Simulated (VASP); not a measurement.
Re: relaxation of cell and atoms with PBE

Crystal: Re.

```
CELL_PARAMETERS angstrom
2.79456 0.00000 0.00000
-1.39728 2.42016 0.00000
0.00000 0.00000 9.00804
ATOMIC_POSITIONS crystal
Re 0.00000 0.00000 0.00000
Re 0.33333 0.66667 0.25000
Re 0.00000 0.00000 0.50000
Re 0.66667 0.33333 0.75000
```

| Property | Result |
| --- | --- |
| Program | VASP 6.6.1 |
| Task | relaxation of cell and atoms |
| Functional | PBE |
| Potentials or basis | VASP PAW PBE potentials, release 64 (Re) |
| Cutoff | 600 eV |
| k mesh | 18 × 18 × 6 |
| Occupations | gaussian, width 0.1 eV |
| Spin | no spin polarisation |
| Target pressure | -2 GPa |
| Dipole correction | no |
| Further INCAR settings | ALGO = Normal; EDIFF = 1e-07; IBRION = 2; EDIFFG = -0.008; NSW = 70; ISIF = 3 |

| Item | Value |
| --- | --- |
| Relaxed volume | 15.01 Å³/atom |
| Relaxed cell | a = 2.781 Å, b = 2.781 Å, c = 8.963 Å, α = 90.00°, β = 90.00°, γ = 120.00° |
| Space group after relaxing (to 0.1 Å) | P6_3/mmc (No. 194) |
| Energy change on relaxing (the run minimises the enthalpy) | -6.5 meV/atom |
| Ionic steps | 4 |
| Pressure after relaxing | -2.0 GPa |

Step by step:
```
step  energy change (eV)  largest force (eV/Å)  pressure (GPa)  volume (Å³)
   1              0.0000                0.0000           -7.21        60.92
   2              0.1707                0.0000           22.00        56.66
   3             -0.0258                0.0000           -2.12        60.05
   4             -0.0260                0.0000           -2.02        60.03
```

Final structure:
```
Re
1.0
     2.78096    0.00000    0.00000
    -1.39048    2.40838    0.00000
     0.00000    0.00000    8.96295
Re
4
Cartesian
  0.0000 0.0000 8.9629
  0.0000 1.6056 2.2407
  2.7810 0.0000 4.4815
  1.3905 0.8028 6.7222
```

Levels at points of the mesh, in eV from the Fermi level:
| k point | band 12 | band 13 | band 14 | band 15 | band 16 | band 17 |
| --- | --- | --- | --- | --- | --- | --- |
| (0.00, 0.00, 0.00) | -1.21 | -1.21 | -1.10 | -1.10 | 0.49 | 0.60 |
| (0.50, 0.00, 0.00) | 0.29 | 0.29 | 1.09 | 2.04 | 3.76 | 3.79 |
| (0.00, 0.00, 0.50) | -1.43 | -1.43 | -1.43 | -1.11 | -1.11 | 1.12 |
| (0.50, 0.00, 0.50) | -0.68 | 0.25 | 0.25 | 2.63 | 2.63 | 3.82 |

It took 21 min on 1 thread of Oxide Virtual Turin-like Processor (shared host), peak memory 0.29 GiB.

Caveat: the cell is relaxed towards a set pressure, so the run minimises the enthalpy, not the energy; the highest band is partly filled, so the run has too few bands; spin-orbit coupling is left out, which moves the levels of the heavy elements.
